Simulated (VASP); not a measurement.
# CsAs3Os2 (P6_3/mmc) in VASP: further runs

The runs below take CsAs3Os2 through single point, with PBE.

Program: VASP 6.6.1. These are calculated values, not measurements. Logs are shortened: lines on timing, memory, paths and dates and some standing lists are left out, and cuts for length are marked.

**1. The cell of the first run**

Symmetry: P6_3/mmc, No. 194, hexagonal system. The conventional cell has a = 3.756 Å, b = 3.756 Å, c = 21.656 Å, α = 90.00°, β = 90.00°, γ = 120.00°. Within 4.3 Å of Cs (site symmetry -6m2) lie 6 As at 3.30 Å and 6 Cs at 3.76 Å. As (site symmetry -3m) has 6 Os at 2.67 Å within 3.5 Å. Within 3.4 Å of As (site symmetry 3m) lie 3 Os at 2.56 Å and 3 Cs at 3.30 Å. Os (site symmetry 3m) has 6 As at 2.56 to 2.67 Å within 3.4 Å.

**2. Single point, PBE**

File INCAR:

```
SYSTEM = CsAs3Os2
ALGO = Normal
EDIFF = 1E-7
ENCUT = 520
GGA = PE
ISIF = 2
ISMEAR = 0
LASPH = .True.
LCHARG = .False.
LREAL = .False.
LWAVE = .False.
NBANDS = 52
NELM = 80
PREC = Accurate
SIGMA = 0.1
```

File KPOINTS:

```
k-points
0
Gamma
  6 6 1
  0 0 0
```

File POSCAR:

```
CsAs3Os2
1.0
    3.7560865127      0.0000000000      0.0000000000
   -1.8780432564      3.2528663388      0.0000000000
    0.0000000000      0.0000000000     21.6556127931
Cs As Os
2 6 4
Direct
    0.0000000000      0.0000000000      0.2500000000
    0.0000000000      0.0000000000      0.7500000000
    0.0000000000      0.0000000000      0.5000000000
    0.0000000000      0.0000000000      0.0000000000
    0.3333333333      0.6666666667      0.3650000000
    0.6666666667      0.3333333333      0.8650000000
    0.6666666667      0.3333333333      0.6350000000
    0.3333333333      0.6666666667      0.1350000000
    0.3333333333      0.6666666667      0.9280000000
    0.6666666667      0.3333333333      0.4280000000
    0.6666666667      0.3333333333      0.0720000000
    0.3333333333      0.6666666667      0.5720000000
```

Potentials or basis: VASP PAW PBE potentials, release 64 (Cs_sv, As, Os).

Run with:

```console
$ cat potpaw_PBE.64/Cs_sv/POTCAR potpaw_PBE.64/As/POTCAR potpaw_PBE.64/Os/POTCAR > POTCAR
$ mpirun -np 1 vasp_std > vasp.out
```

OUTCAR:

```text
SYSTEM = CsAs3Os2
   EDIFF = 1E-7
   ENCUT = 520
   GGA = PE
   ISIF = 2
   ISMEAR = 0
   LASPH = .True.
   LREAL = .False.
   NELM = 80
   PREC = Accurate

 ion  position               nearest neighbor table
   1  0.000  0.000  0.250-
   2  0.000  0.000  0.750-
   3  0.000  0.000  0.500-  10 2.67  12 2.67  10 2.67  12 2.67  10 2.67  12 2.67
   4  0.000  0.000  0.000-   9 2.67  11 2.67  11 2.67   9 2.67  11 2.67   9 2.67
   5  0.333  0.667  0.365-  10 2.56  10 2.56  10 2.56
   6  0.667  0.333  0.865-   9 2.56   9 2.56   9 2.56
   7  0.667  0.333  0.635-  12 2.56  12 2.56  12 2.56
   8  0.333  0.667  0.135-  11 2.56  11 2.56  11 2.56
   9  0.333  0.667  0.928-   6 2.56   6 2.56   6 2.56   4 2.67   4 2.67   4 2.67
  10  0.667  0.333  0.428-   5 2.56   5 2.56   5 2.56   3 2.67   3 2.67   3 2.67
  11  0.667  0.333  0.072-   8 2.56   8 2.56   8 2.56   4 2.67   4 2.67   4 2.67
  12  0.333  0.667  0.572-   7 2.56   7 2.56   7 2.56   3 2.67   3 2.67   3 2.67

  LATTYP: Found a hexagonal cell.
 ALAT       =     3.7560865127
 C/A-ratio  =     5.7654723127

  Lattice vectors:

 A1 = (   3.7560865127,   0.0000000000,   0.0000000000)
 A2 = (  -1.8780432564,   3.2528663388,   0.0000000000)
 A3 = (   0.0000000000,   0.0000000000,  21.6556127931)

Analysis of symmetry for initial positions (statically):
=====================================================================
 Subroutine PRICEL returns:
 Original cell was already a primitive cell.

 Routine SETGRP: Setting up the symmetry group for a
 hexagonal supercell.

 Subroutine GETGRP returns: Found 24 space group operations
 (whereof 12 operations were pure point group operations)
 out of a pool of 24 trial point group operations.

The static configuration has the point symmetry D_3d.
 The point group associated with its full space group is D_6h.

Analysis of symmetry for dynamics (positions and initial velocities):
=====================================================================
 Subroutine PRICEL returns:
 Original cell was already a primitive cell.

 Routine SETGRP: Setting up the symmetry group for a
 hexagonal supercell.

 Subroutine GETGRP returns: Found 24 space group operations
 (whereof 12 operations were pure point group operations)
 out of a pool of 24 trial point group operations.

The dynamic configuration has the point symmetry D_3d.
[... 111 lines left out ...]
   TEBEG  =    0.0;   TEEND  =   0.0 temperature during run
   PSTRESS=    0.0 pullay stress
   NELECT =      80.0000    total number of electrons
   NUPDOWN=      -1.0000    fix difference up-down
   EMIN   =  10.00;   EMAX   =-10.00  energy-range for DOS
   EFERMI =   0.00;   METHOD = LEGACY
   ISMEAR =     0;   SIGMA  =   0.10  broadening in eV -4-tet -1-fermi 0-gaus
   EFERMI_NEDOS =   21; number of points for ismear=-14 and -15
   IALGO  =     38    algorithm
   IMIX   =      4    mixing-type and parameters
     AMIX     =   0.40;   BMIX     =  1.00
     AMIX_MAG =   1.60;   BMIX_MAG =  1.00
  volume/ion in A,a.u.               =      22.05       148.79
  Fermi-wavevector in a.u.,A,eV,Ry     =   1.098788  2.076409 16.426803  1.207336
  Thomas-Fermi vector in A             =   2.235172
   LORBIT       =      0    0 simple, 1 ext, 2 COOP (PROOUT), +10 PAW based schemes
   GGA     = PE    functional components
   LHFCALC =     F    Hartree Fock is set to
   AEXX    =    0.0000 exact exchange contribution
   IVDW    =     0    specifies the selected vdW correction
   LEPSILON=     F    determine dielectric tensor
   LRPA    =     F    only Hartree local field effects (RPA)
 non-spin polarized calculation
 Gauss-broadening in eV      SIGMA  =   0.10
  energy-cutoff  :      520.00
  volume of cell :      264.59
 maximum number of plane-waves:      7146
 NGX is ok and might be reduce to    28
   NGX = 13   NGY = 13   NGZ = 81

 number of electron      80.0000007 magnetization

 Free energy of the ion-electron system (eV)
  ---------------------------------------------------
  ext. energy  EPLUGINS =         0.00000000
  ---------------------------------------------------
  free energy    TOTEN  =       -70.67151126 eV

  energy without entropy =      -70.64850739  energy(sigma->0) =      -70.66000933

 E-fermi :   5.3605     XC(G=0): -10.6240

 val. band max:        5.3499797808   @ k =   0.3333   0.3333   0.0000
 cond. band min:       5.3929864718   @ k =   0.3333   0.0000   0.0000
 fundamental gap:      0.0430066910
 Fermi energy:         5.3605431723

 k-point     1 :       0.0000    0.0000    0.0000
  band No.  band energies     occupation
      1     -17.6439      2.00000
      2     -17.6439      2.00000
      3      -7.6993      2.00000
      4      -7.5694      2.00000
      5      -6.9726      2.00000
      6      -6.3551      2.00000
[... 374 lines left out ...]
     51       8.0614      0.00000
     52       9.0845      0.00000

------------------------ aborting loop because EDIFF is reached ----------------------------------------

  FORCE on cell =-STRESS in cart. coord.  units (eV):
  Direction    XX          YY          ZZ          XY          YZ          ZX
  --------------------------------------------------------------------------------------
  -------------------------------------------------------------------------------------
  Total       -5.7289379     -5.7289379     -9.3936263      0.0000000      0.0000000     -0.0000000
  in kB      -34.6906483    -34.6906483    -56.8815703      0.0000000      0.0000000     -0.0000000
  external PRESSURE =     -42.0876223 kB  Pullay stress =       0.0000000 kB

 VOLUME and BASIS-vectors are now :
 -----------------------------------------------------------------------------
  energy-cutoff  :      520.00
  volume of cell :      264.59
      direct lattice vectors                 reciprocal lattice vectors
     3.756086513  0.000000000  0.000000000     0.266234549  0.153710589  0.000000000
    -1.878043256  3.252866339  0.000000000     0.000000000  0.307421177  0.000000000
     0.000000000  0.000000000 21.655612793     0.000000000  0.000000000  0.046177405

 POSITION                                       TOTAL-FORCE (eV/Angst)
 -----------------------------------------------------------------------------------
      0.00000      0.00000      5.41390         0.000000      0.000000     -0.000000
      0.00000      0.00000     16.24171         0.000000      0.000000     -0.000000
      0.00000      0.00000     10.82781         0.000000      0.000000     -0.000000
      0.00000      0.00000      0.00000         0.000000      0.000000     -0.000000
     -0.00000      2.16858      7.90430         0.000000      0.000000      2.307727
      1.87804      1.08429     18.73211        -0.000000     -0.000000      2.307727
      1.87804      1.08429     13.75131        -0.000000      0.000000     -2.307727
     -0.00000      2.16858      2.92351         0.000000     -0.000000     -2.307727
     -0.00000      2.16858     20.09641         0.000000     -0.000000     -0.517927
      1.87804      1.08429      9.26860        -0.000000      0.000000     -0.517927
      1.87804      1.08429      1.55920        -0.000000      0.000000      0.517927
     -0.00000      2.16858     12.38701         0.000000     -0.000000      0.517927
 -----------------------------------------------------------------------------------
    total drift:                                0.000000      0.000000      0.000000

  FREE ENERGIE OF THE ION-ELECTRON SYSTEM (eV)
  ---------------------------------------------------
  free  energy   TOTEN  =       -70.6715112639 eV

  energy  without entropy=      -70.6485073905  energy(sigma->0) =      -70.66000933
```

It took 2.1 min on 1 thread of Intel Xeon Platinum 8375C at 2.90GHz (Ice Lake), shared host; peak memory 0.39 GiB.

Results:

| Property | Result |
| --- | --- |
| Free energy | -70.6715 eV |
| Pressure | -4.2 GPa |
| Largest force | 2.308 eV/Å |
| Band gap on the k mesh | zero (band 40 reaches 5.89 eV, above the bottom of band 41 at 5.07 eV) |

Forces on the atoms (eV/Å):
```
Cs   0.000  0.000  0.000
Cs   0.000  0.000  0.000
As   0.000  0.000  0.000
As   0.000  0.000  0.000
As   0.000  0.000  2.308
As   0.000  0.000  2.308
As   0.000  0.000 -2.308
As   0.000  0.000 -2.308
Os   0.000  0.000 -0.518
Os   0.000  0.000 -0.518
Os   0.000  0.000  0.518
Os   0.000  0.000  0.518
```

Stress tensor (GPa, compression positive):
```
-3.47  0.00  0.00
 0.00 -3.47  0.00
 0.00  0.00 -5.69
```

Caveat: spin-orbit coupling is left out, which moves the levels of the heavy elements; forces of over 1 eV/Å act on the atoms, so gaps and moduli don't describe the material at rest.

**3. Single point, PBE**

This run uses another cell than the first one, of 22.53 Å³/atom, 1.022 times its volume.

File INCAR:

```
PREC = Accurate
ENCUT = 520
EDIFF = 1E-7
ISMEAR = 0
SIGMA = 0.1
LREAL = False
LASPH = True
NELM = 80
ALGO = Normal
ISIF = 2
LWAVE = False
LCHARG = False
GGA = PE
NBANDS = 52
```

File KPOINTS:

```
regular mesh
0
Gamma
  6 6 1
```

File POSCAR:

```
CsAs3Os2
1.0
    3.8102537346      0.0000000000      0.0000000000
   -1.9051268673      3.2997765290      0.0000000000
    0.0000000000      0.0000000000     21.4990649549
Cs As Os
2 6 4
Direct
    0.0000000000      0.0000000000      0.2500000000
    0.0000000000      0.0000000000      0.7500000000
    0.0000000000      0.0000000000      0.5000000000
    0.0000000000      0.0000000000      0.0000000000
    0.3333333333      0.6666666667      0.3783163084
    0.6666666667      0.3333333333      0.8783163084
    0.6666666667      0.3333333333      0.6216836916
    0.3333333333      0.6666666667      0.1216836916
    0.3333333333      0.6666666667      0.9259539526
    0.6666666667      0.3333333333      0.4259539526
    0.6666666667      0.3333333333      0.0740460474
    0.3333333333      0.6666666667      0.5740460474
```

Potentials or basis: VASP PAW PBE potentials, release 64 (Cs_sv, As, Os).

Run with:

```console
$ cat potpaw_PBE.64/Cs_sv/POTCAR potpaw_PBE.64/As/POTCAR potpaw_PBE.64/Os/POTCAR > POTCAR
$ mpirun -np 1 vasp_std > vasp.out
```

OUTCAR:

```text
PREC = Accurate
   ENCUT = 520
   EDIFF = 1E-7
   ISMEAR = 0
   LREAL = False
   LASPH = True
   NELM = 80
   ISIF = 2
   GGA = PE

 ion  position               nearest neighbor table
   1  0.000  0.000  0.250-
   2  0.000  0.000  0.750-
   3  0.000  0.000  0.500-  10 2.72  12 2.72  12 2.72  10 2.72  10 2.72  12 2.72
   4  0.000  0.000  0.000-   9 2.72  11 2.72   9 2.72  11 2.72  11 2.72   9 2.72
   5  0.333  0.667  0.378-  10 2.43  10 2.43  10 2.43
   6  0.667  0.333  0.878-   9 2.43   9 2.43   9 2.43
   7  0.667  0.333  0.622-  12 2.43  12 2.43  12 2.43
   8  0.333  0.667  0.122-  11 2.43  11 2.43  11 2.43
   9  0.333  0.667  0.926-   6 2.43   6 2.43   6 2.43   4 2.72   4 2.72   4 2.72
  10  0.667  0.333  0.426-   5 2.43   5 2.43   5 2.43   3 2.72   3 2.72   3 2.72
  11  0.667  0.333  0.074-   8 2.43   8 2.43   8 2.43   4 2.72   4 2.72   4 2.72
  12  0.333  0.667  0.574-   7 2.43   7 2.43   7 2.43   3 2.72   3 2.72   3 2.72

  LATTYP: Found a hexagonal cell.
[... 198 lines left out ...]
      3      -7.9578      2.00000
      4      -7.8883      2.00000
      5      -7.0603      2.00000
      6      -6.7859      2.00000
[... 374 lines left out ...]
     51       8.5193      0.00000
     52       9.0778      0.00000

------------------------ aborting loop because EDIFF is reached ----------------------------------------

  FORCE on cell =-STRESS in cart. coord.  units (eV):
  Direction    XX          YY          ZZ          XY          YZ          ZX
  --------------------------------------------------------------------------------------
  -------------------------------------------------------------------------------------
  Total        0.4936555      0.4936555      0.3378314      0.0000000     -0.0000000      0.0000000
  in kB        2.9260153      2.9260153      2.0024081      0.0000000     -0.0000000      0.0000000
  external PRESSURE =       2.6181463 kB  Pullay stress =       0.0000000 kB

 VOLUME and BASIS-vectors are now :
 -----------------------------------------------------------------------------
  energy-cutoff  :      520.00
  volume of cell :      270.31
      direct lattice vectors                 reciprocal lattice vectors
     3.810253735  0.000000000  0.000000000     0.262449713  0.151525413  0.000000000
    -1.905126867  3.299776529  0.000000000     0.000000000  0.303050825  0.000000000
     0.000000000  0.000000000 21.499064955     0.000000000  0.000000000  0.046513651

 POSITION                                       TOTAL-FORCE (eV/Angst)
 -----------------------------------------------------------------------------------
      0.00000      0.00000      5.37477        -0.000000      0.000000      0.000000
      0.00000      0.00000     16.12430        -0.000000      0.000000      0.000000
      0.00000      0.00000     10.74953        -0.000000      0.000000      0.000000
      0.00000      0.00000      0.00000        -0.000000      0.000000      0.000000
     -0.00000      2.19985      8.13345         0.000000     -0.000000     -0.028988
      1.90513      1.09993     18.88298         0.000000     -0.000000     -0.028988
      1.90513      1.09993     13.36562        -0.000000     -0.000000      0.028988
     -0.00000      2.19985      2.61609        -0.000000      0.000000      0.028988
     -0.00000      2.19985     19.90714        -0.000000     -0.000000      0.034084
      1.90513      1.09993      9.15761         0.000000      0.000000      0.034084
      1.90513      1.09993      1.59192         0.000000     -0.000000     -0.034084
     -0.00000      2.19985     12.34145        -0.000000      0.000000     -0.034084
 -----------------------------------------------------------------------------------
    total drift:                               -0.000000     -0.000000      0.000000

  FREE ENERGIE OF THE ION-ELECTRON SYSTEM (eV)
  ---------------------------------------------------
  free  energy   TOTEN  =       -71.8586042129 eV

  energy  without entropy=      -71.8367843746  energy(sigma->0) =      -71.84769429
```

Run time: 2 min. Hardware: 1 thread of Intel Xeon Platinum 8375C at 2.90GHz (Ice Lake), shared host; peak memory 0.39 GiB.

What came out:

| Property | Result |
| --- | --- |
| Free energy | -71.8586 eV |
| Pressure | 0.3 GPa |
| Largest force | 0.034 eV/Å |
| Band gap on the k mesh | zero (band 40 reaches 5.95 eV, above the bottom of band 41 at 4.60 eV) |

Forces on the atoms (eV/Å):
```
Cs   0.000  0.000  0.000
Cs   0.000  0.000  0.000
As   0.000  0.000  0.000
As   0.000  0.000  0.000
As   0.000  0.000 -0.029
As   0.000  0.000 -0.029
As   0.000  0.000  0.029
As   0.000  0.000  0.029
Os   0.000  0.000  0.034
Os   0.000  0.000  0.034
Os   0.000  0.000 -0.034
Os   0.000  0.000 -0.034
```

Stress tensor (GPa, compression positive):
```
0.29 0.00 0.00
0.00 0.29 0.00
0.00 0.00 0.20
```

Levels at points of the mesh, in eV from the Fermi level:
```csv
k point,band 36,band 37,band 38,band 39,band 40,band 41
"(0.00, 0.00, 0.00)",-0.73,-0.22,0.16,0.36,0.49,0.49
"(0.50, 0.00, 0.00)",-0.81,-0.80,-0.79,-0.75,-0.75,-0.74
```

Caveat: spin-orbit coupling is left out, which moves the levels of the heavy elements.
